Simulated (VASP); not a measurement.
# GaN (P6_3/mmc) in VASP: notebook

The runs below take GaN through single point, relaxation of cell and atoms, with LDA.

Everything below comes from runs of VASP 6.6.1. Logs are shortened: lines on timing, memory, paths and dates and some standing lists are left out, and cuts for length are marked.

### Step 1. The cell of the first run

It takes space group P6_3/mmc (No. 194, hexagonal). Conventional cell: a = 3.189 Å, b = 3.189 Å, c = 5.185 Å, α = 90.00°, β = 90.00°, γ = 120.00°. Within 2.4 Å of Ga (site symmetry -6m2) lie 3 N at 1.84 Å. N (site symmetry -6m2) has 3 Ga at 1.84 Å within 2.4 Å.

### Step 2. Single point, LDA

Input file INCAR:

```
PREC     = Accurate       # precision mode
ENCUT    = 600            # plane-wave cutoff, eV
EDIFF    = 1E-6           # SCF threshold, eV
ISMEAR   = 0              # smearing method
SIGMA    = 0.1            # smearing width, eV
LREAL    = F              # projectors in reciprocal space
LASPH    = T              # aspherical terms in the spheres
NELM     = 120            # most SCF steps
ALGO     = Normal         # electronic algorithm
ISIF     = 2              # what is computed and relaxed
LWAVE    = F              # write WAVECAR
LCHARG   = F              # write CHGCAR
NBANDS   = 26             # bands
GGA_COMPAT= F
```

Input file KPOINTS:

```
regular mesh
0
Gamma
  6 6 4
```

Input file POSCAR:

```
GaN
1.0
    3.1890000000      0.0000000000      0.0000000000
   -1.5945000000      2.7617550127      0.0000000000
    0.0000000000      0.0000000000      5.1850000000
Ga N
2 2
Direct
    0.3333333333      0.6666666667      0.0000000000
    0.6666666667      0.3333333333      0.5000000000
    0.3333333333      0.6666666667      0.5000000000
    0.6666666667      0.3333333333      1.0000000000
```

Potentials or basis: VASP PAW LDA potentials, release 64 (Ga_d, N).

The run is started by

```
> cat potpaw_LDA.64/Ga_d/POTCAR potpaw_LDA.64/N/POTCAR > POTCAR
> mpirun -np 1 vasp_std > vasp.out
```

OUTCAR:

```text
PREC = Accurate
   ENCUT = 600
   EDIFF = 1E-6
   ISMEAR = 0
   LREAL = F
   LASPH = T
   NELM = 120
   ISIF = 2

 ion  position               nearest neighbor table
   1  0.333  0.667  0.000-   4 1.84   4 1.84   4 1.84
   2  0.667  0.333  0.500-   3 1.84   3 1.84   3 1.84
   3  0.333  0.667  0.500-   2 1.84   2 1.84   2 1.84
   4  0.667  0.333  0.000-   1 1.84   1 1.84   1 1.84

  LATTYP: Found a hexagonal cell.
 ALAT       =     3.1890000000
 C/A-ratio  =     1.6259015365

  Lattice vectors:

 A1 = (   3.1890000000,   0.0000000000,   0.0000000000)
 A2 = (  -1.5945000000,   2.7617550127,   0.0000000000)
 A3 = (   0.0000000000,   0.0000000000,   5.1850000000)

Analysis of symmetry for initial positions (statically):
=====================================================================
 Subroutine PRICEL returns:
 Original cell was already a primitive cell.

 Routine SETGRP: Setting up the symmetry group for a
 hexagonal supercell.

 Subroutine GETGRP returns: Found 24 space group operations
 (whereof 12 operations were pure point group operations)
 out of a pool of 24 trial point group operations.

The static configuration has the point symmetry D_3h.
 The point group associated with its full space group is D_6h.

Analysis of symmetry for dynamics (positions and initial velocities):
=====================================================================
 Subroutine PRICEL returns:
 Original cell was already a primitive cell.

 Routine SETGRP: Setting up the symmetry group for a
 hexagonal supercell.

 Subroutine GETGRP returns: Found 24 space group operations
 (whereof 12 operations were pure point group operations)
 out of a pool of 24 trial point group operations.

The dynamic configuration has the point symmetry D_3h.
 The point group associated with its full space group is D_6h.

 Subroutine INISYM returns: Found 24 space group operations
 (whereof 12 operations are pure point group operations),
 and found     1 'primitive' translations

----------------------------------------------------------------------------------------

                                     Primitive cell

  volume of cell :      45.6655

  direct lattice vectors                    reciprocal lattice vectors
     3.189000000  0.000000000  0.000000000     0.313577924  0.181044299  0.000000000
    -1.594500000  2.761755013  0.000000000     0.000000000  0.362088598  0.000000000
     0.000000000  0.000000000  5.185000000     0.000000000  0.000000000  0.192864031

  length of vectors
     3.189000000  3.189000000  5.185000000     0.362088598  0.362088598  0.192864031

  position of ions in fractional coordinates (direct lattice)
     0.333333333  0.666666667  0.000000000
     0.666666667  0.333333333  0.500000000
     0.333333333  0.666666667  0.500000000
     0.666666667  0.333333333  0.000000000

  ion indices of the primitive-cell ions
   primitive index   ion index
                 1           1
                 2           2
                 3           3
                 4           4

----------------------------------------------------------------------------------------

 KPOINTS: regular mesh

Automatic generation of k-mesh.
 Grid dimensions read from file:
 generate k-points for:    6    6    4

 Generating k-lattice:

  Cartesian coordinates                     Fractional coordinates (reciprocal lattice)
     0.052262987  0.030174050  0.000000000     0.166666667  0.000000000  0.000000000
     0.000000000  0.060348100  0.000000000     0.000000000  0.166666667  0.000000000
     0.000000000  0.000000000  0.048216008     0.000000000  0.000000000  0.250000000

  Length of vectors
     0.060348100  0.060348100  0.048216008

  Shift w.r.t. Gamma in fractional coordinates (k-lattice)
     0.000000000  0.000000000  0.000000000

 Subroutine IBZKPT returns following result:
 ===========================================

 Found     21 irreducible k-points:

 Following reciprocal coordinates:
            Coordinates               Weight
  0.000000  0.000000  0.000000      1.000000
  0.166667 -0.000000  0.000000      6.000000
  0.333333  0.000000  0.000000      6.000000
  0.500000  0.000000  0.000000      3.000000
  0.166667  0.166667  0.000000      6.000000
  0.333333  0.166667  0.000000     12.000000
[... 13 lines left out ...]
  0.333333  0.166667  0.500000     12.000000
  0.333333  0.333333  0.500000      2.000000
   k-points           NKPTS =     21   k-points in BZ     NKDIM =     21   number of bands    NBANDS=     26
   number of dos      NEDOS =    301   number of ions     NIONS =      4
   total plane-waves  NPLWV =  32928
   dimension x,y,z NGX =    28 NGY =   28 NGZ =   42
   dimension x,y,z NGXF=    56 NGYF=   56 NGZF=   84
   ions per type =               2   2
   NGX,Y,Z   is equivalent  to a cutoff of  14.60, 14.60, 13.47 a.u.
   NGXF,Y,Z  is equivalent  to a cutoff of  29.19, 29.19, 26.93 a.u.
 SYSTEM =  unknown system
   PREC   = accura    normal or accurate (medium, high low for compatibility)
   ISTART =      0    job   : 0-new  1-cont  2-samecut
   ICHARG =      2    charge: 1-file 2-atom 10-const
   ISPIN  =      1    spin polarized calculation?
   LNONCOLLINEAR =      F non collinear calculations
   LSORBIT =      F    spin-orbit coupling
   LASPH  =      T    aspherical Exc in radial PAW
   ENCUT  =  600.0 eV  44.10 Ry    6.64 a.u.   6.37  6.37 10.36*2*pi/ulx,y,z
   NELM   =    120;   NELMIN=  2; NELMDL= -5     # of ELM steps
   EDIFF  = 0.1E-05   stopping-criterion for ELM
   LREAL  =      F    real-space projection
[... 7 lines left out ...]
   TEBEG  =    0.0;   TEEND  =   0.0 temperature during run
   PSTRESS=    0.0 pullay stress
   NELECT =      36.0000    total number of electrons
   NUPDOWN=      -1.0000    fix difference up-down
   EMIN   =  10.00;   EMAX   =-10.00  energy-range for DOS
   EFERMI =   0.00;   METHOD = LEGACY
   ISMEAR =     0;   SIGMA  =   0.10  broadening in eV -4-tet -1-fermi 0-gaus
   EFERMI_NEDOS =   21; number of points for ismear=-14 and -15
   IALGO  =     38    algorithm
   IMIX   =      4    mixing-type and parameters
     AMIX     =   0.40;   BMIX     =  1.00
     AMIX_MAG =   1.60;   BMIX_MAG =  1.00
  volume/ion in A,a.u.               =      11.42        77.04
  Fermi-wavevector in a.u.,A,eV,Ry     =   1.512329  2.857887 31.118402  2.287138
  Thomas-Fermi vector in A             =   2.622267
   LORBIT       =      0    0 simple, 1 ext, 2 COOP (PROOUT), +10 PAW based schemes
   GGA     = CA    functional components
   LHFCALC =     F    Hartree Fock is set to
   AEXX    =    0.0000 exact exchange contribution
   IVDW    =     0    specifies the selected vdW correction
   LEPSILON=     F    determine dielectric tensor
   LRPA    =     F    only Hartree local field effects (RPA)
 non-spin polarized calculation
 Gauss-broadening in eV      SIGMA  =   0.10
  energy-cutoff  :      600.00
  volume of cell :       45.67
 maximum number of plane-waves:      1550
 NGX is ok and might be reduce to    28
   NGX = 13   NGY = 13   NGZ = 21

 number of electron      35.9999997 magnetization

 Free energy of the ion-electron system (eV)
  ---------------------------------------------------
  ext. energy  EPLUGINS =         0.00000000
  ---------------------------------------------------
  free energy    TOTEN  =       -26.78779759 eV

  energy without entropy =      -26.78779759  energy(sigma->0) =      -26.78779759

 E-fermi :   5.7495     XC(G=0): -12.1032

 val. band max:        5.3343795404   @ k =   0.0000   0.0000   0.0000
 cond. band min:       7.2471493367   @ k =   0.0000   0.0000   0.0000
 fundamental gap:      1.9127697963
 Fermi energy:         5.7494864552

 k-point     1 :       0.0000    0.0000    0.0000
  band No.  band energies     occupation
      1     -11.1355      2.00000
      2     -10.4477      2.00000
      3      -8.7029      2.00000
      4      -8.7029      2.00000
      5      -8.6971      2.00000
      6      -8.6971      2.00000
[... 18 lines left out ...]
     25      16.2408      0.00000
     26      16.6501      0.00000

 k-point     2 :       0.1667   -0.0000    0.0000
  band No.  band energies     occupation
      1     -10.8536      2.00000
      2     -10.3044      2.00000
      3      -8.7022      2.00000
      4      -8.6686      2.00000
      5      -8.6214      2.00000
      6      -8.6188      2.00000
[... 18 lines left out ...]
     25      15.9651      0.00000
     26      17.2983      0.00000

 k-point     3 :       0.3333    0.0000    0.0000
  band No.  band energies     occupation
      1     -10.3277      2.00000
      2     -10.0793      2.00000
      3      -8.6195      2.00000
      4      -8.5320      2.00000
      5      -8.5172      2.00000
      6      -8.4570      2.00000
[... 18 lines left out ...]
     25      18.2533      0.00000
     26      18.3239      0.00000

 k-point     4 :       0.5000    0.0000    0.0000
  band No.  band energies     occupation
      1     -10.1249      2.00000
      2     -10.0073      2.00000
      3      -8.5595      2.00000
      4      -8.5554      2.00000
      5      -8.4552      2.00000
      6      -8.4544      2.00000
[... 18 lines left out ...]
     25      17.5463      0.00000
     26      18.0233      0.00000

 k-point     5 :       0.1667    0.1667    0.0000
  band No.  band energies     occupation
      1     -10.4446      2.00000
      2     -10.1221      2.00000
      3      -8.6716      2.00000
      4      -8.6209      2.00000
      5      -8.4809      2.00000
      6      -8.4762      2.00000
[... 18 lines left out ...]
     25      16.6041      0.00000
     26      17.8303      0.00000

 k-point     6 :       0.3333    0.1667    0.0000
  band No.  band energies     occupation
      1     -10.1039      2.00000
      2      -9.9925      2.00000
      3      -8.5850      2.00000
      4      -8.5345      2.00000
      5      -8.5109      2.00000
      6      -8.4793      2.00000
[... 340 lines left out ...]
 k-point    18 :       0.5000    0.0000    0.5000
  band No.  band energies     occupation
      1     -10.0140      2.00000
      2     -10.0140      2.00000
      3      -8.6000      2.00000
      4      -8.6000      2.00000
      5      -8.4332      2.00000
      6      -8.4332      2.00000
[... 18 lines left out ...]
     25      18.7280      0.00000
     26      18.7280      0.00000

 k-point    19 :       0.1667    0.1667    0.5000
  band No.  band energies     occupation
      1     -10.2153      2.00000
      2     -10.2153      2.00000
      3      -8.6543      2.00000
      4      -8.6543      2.00000
      5      -8.5117      2.00000
      6      -8.5117      2.00000
[... 18 lines left out ...]
     25      17.2718      0.00000
     26      17.2718      0.00000

 k-point    20 :       0.3333    0.1667    0.5000
  band No.  band energies     occupation
      1      -9.9937      2.00000
      2      -9.9937      2.00000
      3      -8.6103      2.00000
      4      -8.6103      2.00000
      5      -8.4770      2.00000
      6      -8.4770      2.00000
[... 18 lines left out ...]
     25      17.7597      0.00000
     26      17.7597      0.00000

 k-point    21 :       0.3333    0.3333    0.5000
  band No.  band energies     occupation
      1      -9.9203      2.00000
      2      -9.9203      2.00000
      3      -8.6192      2.00000
      4      -8.6192      2.00000
      5      -8.4379      2.00000
      6      -8.4379      2.00000
[... 18 lines left out ...]
     25      18.8846      0.00000
     26      18.8850      0.00000

------------------------ aborting loop because EDIFF is reached ----------------------------------------

  FORCE on cell =-STRESS in cart. coord.  units (eV):
  Direction    XX          YY          ZZ          XY          YZ          ZX
  --------------------------------------------------------------------------------------
  -------------------------------------------------------------------------------------
  Total        2.5422144      2.5422144     -1.3088420      0.0000000     -0.0000000      0.0000000
  in kB       89.1937284     89.1937284    -45.9207937      0.0000000     -0.0000000      0.0000000
  external PRESSURE =      44.1555543 kB  Pullay stress =       0.0000000 kB

 VOLUME and BASIS-vectors are now :
 -----------------------------------------------------------------------------
  energy-cutoff  :      600.00
  volume of cell :       45.67
      direct lattice vectors                 reciprocal lattice vectors
     3.189000000  0.000000000  0.000000000     0.313577924  0.181044299  0.000000000
    -1.594500000  2.761755013  0.000000000     0.000000000  0.362088598  0.000000000
     0.000000000  0.000000000  5.185000000     0.000000000  0.000000000  0.192864031

 POSITION                                       TOTAL-FORCE (eV/Angst)
 -----------------------------------------------------------------------------------
     -0.00000      1.84117      0.00000        -0.000000      0.000000      0.000000
      1.59450      0.92059      2.59250         0.000000      0.000000      0.000000
     -0.00000      1.84117      2.59250         0.000000     -0.000000      0.000000
      1.59450      0.92059      0.00000        -0.000000      0.000000      0.000000
 -----------------------------------------------------------------------------------
    total drift:                               -0.000000      0.000000      0.000000

  FREE ENERGIE OF THE ION-ELECTRON SYSTEM (eV)
  ---------------------------------------------------
  free  energy   TOTEN  =       -26.7877975948 eV

  energy  without entropy=      -26.7877975948  energy(sigma->0) =      -26.78779759
```

Run time: 70 s. Hardware: 1 thread of Intel Xeon 8259CL, shared host; peak memory 0.17 GiB.

What came out:

```
Free energy            : -26.7878 eV
Pressure               : 4.4 GPa
Band gap on the k mesh : 1.91 eV
```

Caveat: the cell stands under pressure.

### Step 3. Single point, LDA

This run uses another cell than the first one, of 10.87 Å³/atom.

Input file INCAR:

```
ALGO = Normal
EDIFF = 1E-6
ENCUT = 600
GGA = CA
GGA_COMPAT = F
ISIF = 2
ISMEAR = 0
LASPH = T
LCHARG = F
LREAL = F
LWAVE = F
NBANDS = 26
NELM = 120
PREC = Accurate
SIGMA = 0.02
```

Input file KPOINTS:

```
k-points
0
Gamma
  12 12 6
```

Input file POSCAR:

```
GaN
1.0
    3.2759601965      0.0000000000      0.0000000000
   -1.6379800983      2.8370647520      0.0000000000
    0.0000000000      0.0000000000      4.6792290583
Ga N
2 2
Direct
    0.3333333333      0.6666666667      0.0000000000
    0.6666666667      0.3333333333      0.5000000000
    0.3333333333      0.6666666667      0.5000000000
    0.6666666667      0.3333333333      1.0000000000
```

Potentials or basis: VASP PAW LDA potentials, release 64 (Ga_d, N).

The run is started by

```
> cat potpaw_LDA.64/Ga_d/POTCAR potpaw_LDA.64/N/POTCAR > POTCAR
> mpirun -np 1 vasp_std > vasp.out
```

Wall time 3 min (1 thread of Intel Xeon 8259CL, shared host); peak memory 0.21 GiB.

The run converged. Its results:

| Property | Result |
| --- | --- |
| Free energy | -26.9397 eV |
| Pressure | 1.1 GPa |
| Band gap on the k mesh | 1.72 eV |

Stress tensor (GPa, compression positive):
```
1.41 0.00 0.00
0.00 1.41 0.00
0.00 0.00 0.41
```

Levels at points of the mesh, in eV from the valence-band top:
```csv
k point,band 16,band 17,band 18,band 19,band 20,band 21
"(0.00, 0.00, 0.00)",-0.91,-0.91,0.00,1.72,2.08,8.22
"(0.50, 0.00, 0.00)",-4.17,-2.18,-2.07,3.18,5.20,6.63
"(0.00, 0.00, 0.50)",-1.53,-1.53,-1.53,3.72,3.72,7.92
"(0.50, 0.00, 0.50)",-3.24,-1.18,-1.18,4.37,4.37,6.32
```

### Step 4. Relaxation of cell and atoms, LDA

Input file INCAR:

```
SYSTEM = GaN
PREC = Accurate ; ENCUT = 600
EDIFF = 1E-7 ; ISMEAR = 0
SIGMA = 0.02 ; LREAL = .FALSE.
LASPH = .TRUE. ; NELM = 120
ALGO = Normal ; ISIF = 3
LWAVE = .FALSE. ; LCHARG = .FALSE.
GGA = CA ; IBRION = 2
NSW = 100 ; EDIFFG = -0.002
GGA_COMPAT = .FALSE. ; NELMIN = 4
```

Input file KPOINTS:

```
regular mesh
0
G
  12 12 6
  0 0 0
```

Input file POSCAR:

```
GaN
1.0
    3.1890000000      0.0000000000      0.0000000000
   -1.5945000000      2.7617550127      0.0000000000
    0.0000000000      0.0000000000      5.1850000000
Ga N
2 2
Direct
    0.3333333333      0.6666666667      0.0000000000
    0.6666666667      0.3333333333      0.5000000000
    0.3333333333      0.6666666667      0.5000000000
    0.6666666667      0.3333333333      1.0000000000
```

The run is started by

```
> cat potpaw_LDA.64/Ga_d/POTCAR potpaw_LDA.64/N/POTCAR > POTCAR
> mpirun -np 1 vasp_std > vasp.out
```

It took 20 min on 1 thread of Intel Xeon 8259CL, shared host; peak memory 0.23 GiB.

Results (log left out):

| Quantity | Value |
| --- | --- |
| Free energy | -26.9436 eV |
| Relaxed volume | 10.91 Å³/atom |
| Relaxed cell | a = 3.284 Å, b = 3.284 Å, c = 4.671 Å, α = 90.00°, β = 90.00°, γ = 120.00° |
| Space group after relaxing (to 0.1 Å) | P6_3/mmc (No. 194) |
| Energy gained by relaxing | 37.9 meV/atom |
| Ionic steps | 14 |
| Pressure after relaxing | 0.0 GPa |
| Band gap on the k mesh | 1.68 eV |

Step by step:
```csv
step,energy change (eV),largest force (eV/Å),pressure (GPa),volume (Å³)
1,0.0000,0.0000,4.46,45.67
2,-0.0185,0.0000,-8.81,47.76
3,-0.0467,0.0000,-3.43,46.82
4,-0.0913,0.0000,-2.79,45.87
5,-0.1462,0.0000,2.53,42.96
6,-0.1498,0.0000,0.43,43.76
7,-0.1507,0.0000,0.99,43.52
8,-0.1507,0.0000,1.12,43.45
9,-0.1490,0.0000,-1.48,43.81
10,-0.1516,0.0000,0.13,43.59
11,-0.1516,0.0000,0.18,43.58
12,-0.1517,0.0000,-0.08,43.64
13,-0.1517,0.0000,0.02,43.64
14,-0.1517,0.0000,-0.01,43.64
```

Final structure:
```
Ga N
1.0
     3.28442    0.00000    0.00000
    -1.64221    2.84439    0.00000
     0.00000    0.00000    4.67120
Ga N
2 2
Direct
  0.33333 0.66667 0.00000
  0.66667 0.33333 0.50000
  0.33333 0.66667 0.50000
  0.66667 0.33333 0.00000
```

Levels at points of the mesh, in eV from the valence-band top:
```
           k point  band 16  band 17  band 18  band 19  band 20  band 21
(0.00, 0.00, 0.00)    -0.91    -0.91     0.00     1.68     2.02     8.17
(0.50, 0.00, 0.00)    -4.17    -2.16    -2.08     3.14     5.18     6.66
(0.00, 0.00, 0.50)    -1.53    -1.53    -1.53     3.70     3.70     7.91
(0.50, 0.00, 0.50)    -3.23    -1.17    -1.17     4.36     4.36     6.32
```

### Step 5. Overview

```csv
task,cell,k mesh,smearing,gap on the mesh (eV),pressure (GPa)
single point,"a = 3.189, b = 3.189, c = 5.185 Å, angles 90.0, 90.0, 120.0°, 4 atoms",6 × 6 × 4,gaussian 0.1 eV,1.91,4.4
single point,"a = 3.276, b = 3.276, c = 4.679 Å, angles 90.0, 90.0, 120.0°, 4 atoms",12 × 12 × 6,gaussian 0.02 eV,1.72,1.1
relaxation of cell and atoms,"relaxed from a = 3.189, b = 3.189, c = 5.185 Å, angles 90.0, 90.0, 120.0°, 4 atoms",12 × 12 × 6,gaussian 0.02 eV,1.68,0.0
```

Alike in all rows: level LDA; potentials or basis VASP PAW LDA potentials, release 64 (Ga_d, N); no spin polarisation; cutoff (eV) 600.

Caveats: the cell stands under pressure (at least some runs).

Total energies depend on the potentials used, so only differences within one code and one set of settings carry meaning.
